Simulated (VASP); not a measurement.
Wanted: the native input for a VASP 6.6.1 run.

| Property | Result |
| --- | --- |
| Task | single point |
| Functional | LDA |
| Potentials or basis | VASP PAW LDA potentials, release 64 (W_sv) |
| Cutoff | 520 eV |
| k mesh | 4 × 4 × 4 |
| Occupations | fermi-dirac, width 0.15 eV |
| Spin | no spin polarisation |
| Dipole correction | no |
| Further INCAR settings | ALGO = Normal; EDIFF = 1e-06; NBANDS = 13 |

The structure of W lies in POSCAR:

```
W
1.0
    0.0000000000      2.0300000000      2.0300000000
    2.0300000000      0.0000000000      2.0300000000
    2.0300000000      2.0300000000      0.0000000000
W
1
Direct
    0.0000000000      0.0000000000      0.0000000000
```

The input as run:

INCAR

```
SYSTEM = W
  PREC = Accurate
  ENCUT = 520
  EDIFF = 1E-6
  ISMEAR = -1
  SIGMA = 0.15
  LREAL = .False.
  LASPH = .True.
  NELM = 100
  ALGO = Normal
  ISIF = 2
  LWAVE = .False.
  LCHARG = .True.
  LELF = .True.
  LVHAR = .True.
  NBANDS = 13
```

KPOINTS

```
Automatic mesh
0
Gamma
  4 4 4
  0 0 0
```

Potentials or basis: VASP PAW LDA potentials, release 64 (W_sv).

Launch:

```console
$ cat potpaw_LDA.64/W_sv/POTCAR > POTCAR
$ mpirun -np 1 vasp_std > vasp.out
```

It gave:

The pressure is -16.4 GPa and the band gap on the k mesh is zero (band 7 reaches 13.19 eV, above the bottom of band 8 at 9.55 eV).

Caveat: the k points lie up to 0.67 Å⁻¹ apart; spin-orbit coupling is left out, which moves the levels of the heavy elements.

Run time: 1.3 s on 1 thread of Intel(R) Xeon(R) 6975P-C (Granite Rapids), on a shared host, peak memory 0.12 GiB.
